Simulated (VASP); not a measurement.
Crystal: BaTiO3.

```
Ba Ti O
1.0
     3.99980    0.00000    0.00000
     0.00000    3.99980    0.00000
     0.00000    0.00000    4.01800
Ba Ti O
1 1 3
Direct
  0.00000 0.00000 0.00000
  0.50000 0.50000 0.49000
  0.50000 0.50000 0.01900
  0.50000 0.00000 0.51700
  0.00000 0.50000 0.51700
```

- Program: VASP 6.6.1
- Task: relaxation of cell and atoms
- Functional: PBE
- Potentials or basis: VASP PAW PBE potentials, release 64 (Ba_sv, Ti_sv, O)
- Cutoff: 600 eV
- k mesh: 4 × 4 × 4
- Occupations: fermi-dirac, width 0.05 eV
- Spin: no spin polarisation

At the start: pressure 4.1 GPa; volume 12.86 Å³/atom.

Task: Where does the relaxation end?

Result: Over 19 steps the energy falls by 12.9 meV/atom and the volume is 13.51 Å³/atom (+5.1 %); space group P4mm (No. 99, to 0.05 Å).

Step by step:
```tsv
step	energy change (eV)	largest force (eV/Å)	pressure (GPa)	volume (Å³)
1	0.0000	0.3093	4.08	64.28
2	-0.0164	0.4917	-3.11	67.37
3	-0.0259	0.4134	-0.56	66.17
4	-0.0388	0.2455	-0.25	66.31
5	-0.0459	0.1129	0.39	66.49
6	-0.0544	0.1311	0.05	66.88
7	-0.0586	0.2104	-0.37	67.77
8	-0.0593	0.1888	-0.32	67.55
9	-0.0621	0.1251	0.20	67.27
10	-0.0624	0.0933	0.45	67.13
11	-0.0641	0.0664	0.07	67.34
12	-0.0643	0.0733	-0.08	67.44
13	-0.0643	0.0488	0.16	67.39
14	-0.0644	0.0135	0.06	67.41
15	-0.0645	0.0051	0.02	67.45
16	-0.0645	0.0149	-0.02	67.50
17	-0.0646	0.0131	0.03	67.49
18	-0.0646	0.0111	0.08	67.49
19	-0.0646	0.0092	0.02	67.54
```

Final structure:
```xyz
5
Lattice="3.9924 0.0000 0.0000 0.0000 3.9924 0.0000 0.0000 0.0000 4.2376" Properties=species:S:1:pos:R:3 pbc="T T T"
Ba    0.0000    0.0000    4.1939
Ti    1.9962    1.9962    1.9939
O     1.9962    1.9962    0.1805
O     1.9962    3.9924    2.2039
O     0.0000    1.9962    2.2039
```
